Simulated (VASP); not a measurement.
Wanted: the native input for a VASP 6.6.1 run.

```yaml
Task: electric field gradients
Functional: PBEsol
Potentials_or_basis: VASP PAW PBE potentials, release 64 (Hg)
Cutoff: 520 eV
k_mesh: 8 × 8 × 9
Occupations: fermi-dirac, width 0.05 eV
Spin: no spin polarisation
Dipole_correction: no
Further_INCAR_settings: ALGO = Normal; EDIFF = 1e-08; NBANDS = 25
```

The structure of Hg lies in POSCAR:

```
Hg
1.0
    4.4946020006      0.0000000000      0.0000000000
   -2.2473010003      3.8924395124      0.0000000000
    0.0000000000      0.0000000000      3.8700000000
Hg
3
Direct
    0.3333333333      0.6666666667      0.5000000000
    0.0000000000      0.0000000000      0.0000000000
    0.6666666667      0.3333333333      0.5000000000
```

This cell differs from its parent crystal: equal xx and yy strain of -1 %.

One way to write it, as run:

INCAR

```
SYSTEM = Hg
  PREC = Accurate
  ENCUT = 520
  EDIFF = 1E-8
  ISMEAR = -1
  SIGMA = 0.05
  LREAL = .False.
  LASPH = .True.
  NELM = 60
  ALGO = Normal
  ISIF = 2
  LWAVE = .False.
  LCHARG = .False.
  GGA = PS
  LEFG = .True.
  NBANDS = 25
```

KPOINTS

```
regular mesh
0
Gamma
  8 8 9
  0 0 0
```

Potentials or basis: VASP PAW PBE potentials, release 64 (Hg).

Run with:

```console
$ cat potpaw_PBE.64/Hg/POTCAR > POTCAR
$ mpirun -np 1 vasp_std > vasp.out
```

Results of the run:

The pressure is 10.9 GPa. The band gap on the k mesh is zero (band 18 reaches 7.42 eV, above the bottom of band 19 at 2.07 eV).

Caveat: the cell differs from its parent crystal (equal xx and yy strain of -1 %); without QUAD_EFG the Cq values of the log hold for a quadrupole moment of 1 mb, not for the nuclei; the PAW data sets were made with another functional, which shifts forces and pressure a little; spin-orbit coupling is left out, which moves the levels of the heavy elements.

It took 44 s on 1 thread of Intel(R) Xeon(R) Platinum 8488C (Sapphire Rapids), with other jobs on the host, peak memory 0.22 GiB.
